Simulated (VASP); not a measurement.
# Ir (P6_3/mmc) in VASP: a series of runs

Runs on Ir. Level: PBE. Tasks: single point.

Program: VASP 6.6.1. These are calculated values, not measurements. Logs are shortened: lines on timing, memory, paths and dates and some standing lists are left out, and cuts for length are marked.

## Step 1: The cell of the first run

It takes space group P6_3/mmc (No. 194, hexagonal). The conventional cell has a = 2.738 Å, b = 2.738 Å, c = 8.952 Å, α = 90.00°, β = 90.00°, γ = 120.00°. Within 3.6 Å of Ir (site symmetry -3m) lie 12 Ir at 2.74 Å. Within 3.6 Å of Ir (site symmetry -6m2) lie 12 Ir at 2.74 Å.

## Step 2: Single point, PBE, collinear spin, ferromagnetic start

The input, INCAR:

```
SYSTEM = Ir
PREC     = Accurate       ! precision mode
ENCUT    = 520            ! plane-wave cutoff, eV
EDIFF    = 1E-6           ! SCF threshold, eV
ISMEAR   = -1             ! smearing method
SIGMA    = 0.05           ! smearing width, eV
LREAL    = .FALSE.        ! projectors in reciprocal space
LASPH    = .TRUE.         ! aspherical terms in the spheres
NELM     = 150            ! most SCF steps
ALGO     = Normal         ! electronic algorithm
ISIF     = 2              ! what is computed and relaxed
LWAVE    = .FALSE.        ! write WAVECAR
LCHARG   = .FALSE.        ! write CHGCAR
ISPIN    = 2              ! spin polarisation
MAGMOM   = 1 1 1 1        ! initial moments
LORBIT   = 11             ! projections on sites
LMAXMIX  = 4              ! l up to which the mixer works
GGA      = PE             ! functional
NBANDS   = 30             ! bands
```

The input, KPOINTS:

```
regular mesh
0
G
  13 13 4
  0 0 0
```

The input, POSCAR:

```
Ir
1.0
    2.7381216312      0.0000000000      0.0000000000
   -1.3690608156      2.3712828913      0.0000000000
    0.0000000000      0.0000000000      8.9519175093
Ir
4
Direct
    0.0000000000      0.0000000000      1.0000000000
    0.0000000000      0.0000000000      0.5000000000
    0.3333333333      0.6666666667      0.2500000000
    0.6666666667      0.3333333333      0.7500000000
```

Potentials or basis: VASP PAW PBE potentials, release 64 (Ir).

The run is started by

```sh
cat potpaw_PBE.64/Ir/POTCAR > POTCAR
mpirun -np 1 vasp_std > vasp.out
```

OUTCAR:

```text
SYSTEM = Ir
   PREC = Accurate
   ENCUT = 520
   EDIFF = 1E-6
   ISMEAR = -1
   LREAL = .FALSE.
   LASPH = .TRUE.
   NELM = 150
   ISIF = 2
   ISPIN = 2
   LORBIT = 11
   GGA = PE

 ion  position               nearest neighbor table
   1  0.000  0.000  0.000-   3 2.74   4 2.74   4 2.74   3 2.74   4 2.74   3 2.74
   2  0.000  0.000  0.500-   3 2.74   4 2.74   4 2.74   3 2.74   4 2.74   3 2.74
   3  0.333  0.667  0.250-   1 2.74   2 2.74   1 2.74   2 2.74   1 2.74   2 2.74
   4  0.667  0.333  0.750-   1 2.74   2 2.74   1 2.74   2 2.74   1 2.74   2 2.74

  LATTYP: Found a hexagonal cell.
 ALAT       =     2.7381216312
 C/A-ratio  =     3.2693644458

  Lattice vectors:

 A1 = (   2.7381216312,   0.0000000000,   0.0000000000)
 A2 = (  -1.3690608156,   2.3712828913,   0.0000000000)
 A3 = (   0.0000000000,   0.0000000000,   8.9519175093)

Analysis of symmetry for initial positions (statically):
=====================================================================
 Subroutine PRICEL returns:
 Original cell was already a primitive cell.

 Routine SETGRP: Setting up the symmetry group for a
 hexagonal supercell.

 Subroutine GETGRP returns: Found 24 space group operations
 (whereof 12 operations were pure point group operations)
 out of a pool of 24 trial point group operations.

The static configuration has the point symmetry D_3d.
 The point group associated with its full space group is D_6h.

Analysis of symmetry for dynamics (positions and initial velocities):
=====================================================================
 Subroutine PRICEL returns:
 Original cell was already a primitive cell.

 Routine SETGRP: Setting up the symmetry group for a
 hexagonal supercell.

 Subroutine GETGRP returns: Found 24 space group operations
 (whereof 12 operations were pure point group operations)
 out of a pool of 24 trial point group operations.

The dynamic configuration has the point symmetry D_3d.
 The point group associated with its full space group is D_6h.

Analysis of structural, dynamic, and magnetic symmetry:
=====================================================================
 Subroutine PRICEL returns:
 Original cell was already a primitive cell.

 Routine SETGRP: Setting up the symmetry group for a
 hexagonal supercell.

 Subroutine GETGRP returns: Found 24 space group operations
 (whereof 12 operations were pure point group operations)
 out of a pool of 24 trial point group operations.

The overall configuration has the point symmetry D_3d.
 The point group associated with its full space group is D_6h.

 Subroutine INISYM returns: Found 24 space group operations
 (whereof 12 operations are pure point group operations),
 and found     1 'primitive' translations

----------------------------------------------------------------------------------------

                                     Primitive cell

  volume of cell :      58.1236

  direct lattice vectors                    reciprocal lattice vectors
     2.738121631  0.000000000  0.000000000     0.365213871  0.210856327  0.000000000
    -1.369060816  2.371282891  0.000000000     0.000000000  0.421712653  0.000000000
     0.000000000  0.000000000  8.951917509     0.000000000  0.000000000  0.111707911

  length of vectors
     2.738121631  2.738121631  8.951917509     0.421712653  0.421712653  0.111707911

  position of ions in fractional coordinates (direct lattice)
     0.000000000  0.000000000  0.000000000
     0.000000000  0.000000000  0.500000000
     0.333333333  0.666666667  0.250000000
     0.666666667  0.333333333  0.750000000

  ion indices of the primitive-cell ions
   primitive index   ion index
                 1           1
                 2           2
                 3           3
                 4           4

----------------------------------------------------------------------------------------

 KPOINTS: regular mesh

Automatic generation of k-mesh.
 Grid dimensions read from file:
 generate k-points for:   13   13    4

 Generating k-lattice:

  Cartesian coordinates                     Fractional coordinates (reciprocal lattice)
     0.028093375  0.016219717  0.000000000     0.076923077  0.000000000  0.000000000
     0.000000000  0.032439435  0.000000000     0.000000000  0.076923077  0.000000000
     0.000000000  0.000000000  0.027926978     0.000000000  0.000000000  0.250000000

  Length of vectors
     0.032439435  0.032439435  0.027926978

  Shift w.r.t. Gamma in fractional coordinates (k-lattice)
     0.000000000  0.000000000  0.000000000

 Subroutine IBZKPT returns following result:
 ===========================================

 Found     63 irreducible k-points:

 Following reciprocal coordinates:
            Coordinates               Weight
  0.000000  0.000000  0.000000      1.000000
  0.076923 -0.000000  0.000000      6.000000
  0.153846  0.000000  0.000000      6.000000
  0.230769  0.000000  0.000000      6.000000
  0.307692  0.000000  0.000000      6.000000
  0.384615 -0.000000  0.000000      6.000000
[... 16 lines left out ...]
  0.076923 -0.000000  0.250000     12.000000
  0.153846  0.000000  0.250000     12.000000
 [... further k-points ...]
   k-points           NKPTS =     63   k-points in BZ     NKDIM =     63   number of bands    NBANDS=     30
   number of dos      NEDOS =    301   number of ions     NIONS =      4
   total plane-waves  NPLWV =  28000
   dimension x,y,z NGX =    20 NGY =   20 NGZ =   70
   dimension x,y,z NGXF=    40 NGYF=   40 NGZF=  140
   ions per type =               4
   NGX,Y,Z   is equivalent  to a cutoff of  12.14, 12.14, 13.00 a.u.
   NGXF,Y,Z  is equivalent  to a cutoff of  24.29, 24.29, 26.00 a.u.
 SYSTEM =  Ir
   PREC   = accura    normal or accurate (medium, high low for compatibility)
   ISTART =      0    job   : 0-new  1-cont  2-samecut
   ICHARG =      2    charge: 1-file 2-atom 10-const
   ISPIN  =      2    spin polarized calculation?
   LNONCOLLINEAR =      F non collinear calculations
   LSORBIT =      F    spin-orbit coupling
   LASPH  =      T    aspherical Exc in radial PAW
   ENCUT  =  520.0 eV  38.22 Ry    6.18 a.u.   5.09  5.09 16.64*2*pi/ulx,y,z
   NELM   =    150;   NELMIN=  2; NELMDL= -5     # of ELM steps
   EDIFF  = 0.1E-05   stopping-criterion for ELM
   LREAL  =      F    real-space projection
   EDIFFG = 0.1E-04   stopping-criterion for IOM
   NSW    =      0    number of steps for IOM
   IBRION =     -1    ionic relax: 0-MD 1-quasi-New 2-CG
   NFREE  =      0    steps in history (QN), initial steepest desc. (CG)
   ISIF   =      2    stress and relaxation
   ISYM   =      2    0-nonsym 1-usesym 2-fastsym
   POTIM  = 0.5000    time-step for ionic-motion
   TEBEG  =    0.0;   TEEND  =   0.0 temperature during run
   PSTRESS=    0.0 pullay stress
   NELECT =      36.0000    total number of electrons
   NUPDOWN=      -1.0000    fix difference up-down
   EMIN   =  10.00;   EMAX   =-10.00  energy-range for DOS
   EFERMI =   0.00;   METHOD = LEGACY
   ISMEAR =    -1;   SIGMA  =   0.05  broadening in eV -4-tet -1-fermi 0-gaus
   EFERMI_NEDOS =   21; number of points for ismear=-14 and -15
   IALGO  =     38    algorithm
   IMIX   =      4    mixing-type and parameters
     AMIX     =   0.40;   BMIX     =  1.00
     AMIX_MAG =   1.60;   BMIX_MAG =  1.00
  volume/ion in A,a.u.               =      14.53        98.06
  Fermi-wavevector in a.u.,A,eV,Ry     =   1.395484  2.637083 26.495663  1.947376
  Thomas-Fermi vector in A             =   2.518932
   LORBIT       =     11    0 simple, 1 ext, 2 COOP (PROOUT), +10 PAW based schemes
   GGA     = PE    functional components
   LHFCALC =     F    Hartree Fock is set to
   AEXX    =    0.0000 exact exchange contribution
   IVDW    =     0    specifies the selected vdW correction
   LEPSILON=     F    determine dielectric tensor
   LRPA    =     F    only Hartree local field effects (RPA)
 spin polarized calculation
  energy-cutoff  :      520.00
  volume of cell :       58.12
 maximum number of plane-waves:      1582
   NGX = 11   NGY = 11   NGZ = 33

 number of electron      36.0000001 magnetization      -0.0174744

 number of electron      36.0000001 magnetization       0.0003662

 Free energy of the ion-electron system (eV)
  ---------------------------------------------------
  ext. energy  EPLUGINS =         0.00000000
  ---------------------------------------------------
  free energy    TOTEN  =       -35.27529169 eV

  energy without entropy =      -35.23935368  energy(sigma->0) =      -35.25732269

 E-fermi :   9.9972     XC(G=0): -13.8289

 val. band max:        9.9743650291   @ k =   0.3846   0.1538   0.0000
 cond. band min:       9.9993378414   @ k =   0.3846   0.2308   0.2500
 fundamental gap:      0.0249728124
 Fermi energy:         9.9972177359

 spin component 1

 k-point     1 :       0.0000    0.0000    0.0000
  band No.  band energies     occupation
      1      -0.8859      1.00000
      2       1.2610      1.00000
      3       1.2868      1.00000
      4       2.1214      1.00000
      5       5.7246      1.00000
      6       5.7670      1.00000
[... 22 lines left out ...]
     29      25.5956      0.00000
     30      25.7367      0.00000

 k-point     2 :       0.0769   -0.0000    0.0000
  band No.  band energies     occupation
      1      -0.6589      1.00000
      2       1.4756      1.00000
      3       1.5012      1.00000
      4       2.3287      1.00000
      5       5.4469      1.00000
      6       5.6216      1.00000
[... 22 lines left out ...]
     29      25.8804      0.00000
     30      25.9518      0.00000

 k-point     3 :       0.1538    0.0000    0.0000
  band No.  band energies     occupation
      1      -0.0131      1.00000
      2       2.0391      1.00000
      3       2.0639      1.00000
      4       2.8742      1.00000
      5       4.9526      1.00000
      6       5.2757      1.00000
[... 682 lines left out ...]
     29      25.3754      0.00000
     30      26.3890      0.00000

 k-point    24 :       0.1538    0.0000    0.2500
  band No.  band energies     occupation
      1       0.1413      1.00000
      2       1.2702      1.00000
      3       2.6599      1.00000
      4       2.8923      1.00000
      5       5.1179      1.00000
      6       5.2747      1.00000
[... 22 lines left out ...]
     29      25.8998      0.00000
     30      26.6287      0.00000

 [... further k-points ...]

 spin component 2

 k-point     1 :       0.0000    0.0000    0.0000
  band No.  band energies     occupation
      1      -0.8859      1.00000
      2       1.2610      1.00000
      3       1.2868      1.00000
      4       2.1214      1.00000
      5       5.7246      1.00000
      6       5.7670      1.00000
[... 22 lines left out ...]
     29      25.5955      0.00000
     30      25.7367      0.00000

 k-point     2 :       0.0769   -0.0000    0.0000
  band No.  band energies     occupation
      1      -0.6589      1.00000
      2       1.4756      1.00000
      3       1.5012      1.00000
      4       2.3287      1.00000
      5       5.4469      1.00000
      6       5.6216      1.00000
[... 22 lines left out ...]
     29      25.8804      0.00000
     30      25.9518      0.00000

 k-point     3 :       0.1538    0.0000    0.0000
  band No.  band energies     occupation
      1      -0.0131      1.00000
      2       2.0391      1.00000
      3       2.0639      1.00000
      4       2.8743      1.00000
      5       4.9527      1.00000
      6       5.2758      1.00000
[... 682 lines left out ...]
     29      25.3753      0.00000
     30      26.3890      0.00000

 k-point    24 :       0.1538    0.0000    0.2500
  band No.  band energies     occupation
      1       0.1413      1.00000
      2       1.2702      1.00000
      3       2.6599      1.00000
      4       2.8924      1.00000
      5       5.1179      1.00000
      6       5.2748      1.00000
[... 22 lines left out ...]
     29      25.8997      0.00000
     30      26.6287      0.00000

 [... further k-points ...]
[... 5 lines left out ...]
  --------------------------------------------------------------------------------------
  -------------------------------------------------------------------------------------
  Total        0.1692115      0.1692115      0.1721737     -0.0000000      0.0000000     -0.0000000
  in kB        4.6643195      4.6643195      4.7459730     -0.0000000      0.0000000     -0.0000000
  external PRESSURE =       4.6915373 kB  Pullay stress =       0.0000000 kB

 VOLUME and BASIS-vectors are now :
 -----------------------------------------------------------------------------
  energy-cutoff  :      520.00
  volume of cell :       58.12
      direct lattice vectors                 reciprocal lattice vectors
     2.738121631  0.000000000  0.000000000     0.365213871  0.210856327  0.000000000
    -1.369060816  2.371282891  0.000000000     0.000000000  0.421712653  0.000000000
     0.000000000  0.000000000  8.951917509     0.000000000  0.000000000  0.111707911

 POSITION                                       TOTAL-FORCE (eV/Angst)
 -----------------------------------------------------------------------------------
      0.00000      0.00000      0.00000        -0.000000      0.000000     -0.000000
      0.00000      0.00000      4.47596        -0.000000      0.000000     -0.000000
     -0.00000      1.58086      2.23798         0.000000     -0.000000      0.000000
      1.36906      0.79043      6.71394         0.000000      0.000000     -0.000000
 -----------------------------------------------------------------------------------
    total drift:                                0.000000     -0.000000      0.000000

  FREE ENERGIE OF THE ION-ELECTRON SYSTEM (eV)
  ---------------------------------------------------
  free  energy   TOTEN  =       -35.2752916894 eV

  energy  without entropy=      -35.2393536836  energy(sigma->0) =      -35.25732269

 total charge

# of ion       s       p       d       tot
------------------------------------------
    1        0.656   0.704   6.945   8.305
    2        0.656   0.704   6.945   8.305
    3        0.657   0.709   6.949   8.315
    4        0.657   0.709   6.949   8.315
--------------------------------------------------
tot          2.626   2.826  27.787  33.240

 magnetization (x)

# of ion       s       p       d       tot
------------------------------------------
    1       -0.000  -0.000   0.000   0.000
    2       -0.000  -0.000   0.000   0.000
    3       -0.000  -0.000   0.000   0.000
    4       -0.000  -0.000   0.000   0.000
--------------------------------------------------
tot         -0.000  -0.000   0.000   0.000
```

It took 4.1 min on 1 thread of Intel Xeon Platinum 8488C (Sapphire Rapids), shared host; peak memory 0.29 GiB.

What came out:

```yaml
Free_energy: -35.2753 eV
Pressure: 0.5 GPa
Band_gap_on_the_k_mesh: zero (filled and empty bands overlap)
Net_moment: 0.00 μB per cell
Valence_electrons_inside_the_program's_atomic_spheres: Ir 8.30, 8.31
```

Levels at points of the mesh, in eV from the Fermi level:
Spin up:
```csv
k point,band 16,band 17,band 18,band 19,band 20,band 21
"(0.00, 0.00, 0.00)",-1.75,-1.75,-1.02,-1.02,-0.75,-0.37
"(0.00, 0.00, 0.50)",-2.64,-1.36,-1.36,-1.36,-1.36,0.17
```
Spin down:
```
           k point  band 16  band 17  band 18  band 19  band 20  band 21
(0.00, 0.00, 0.00)    -1.75    -1.75    -1.02    -1.02    -0.75    -0.37
(0.00, 0.00, 0.50)    -2.64    -1.36    -1.36    -1.36    -1.36     0.17
```

Caveat: spin-orbit coupling is left out, which moves the levels of the heavy elements.

(Continued in part 2 of 3.)
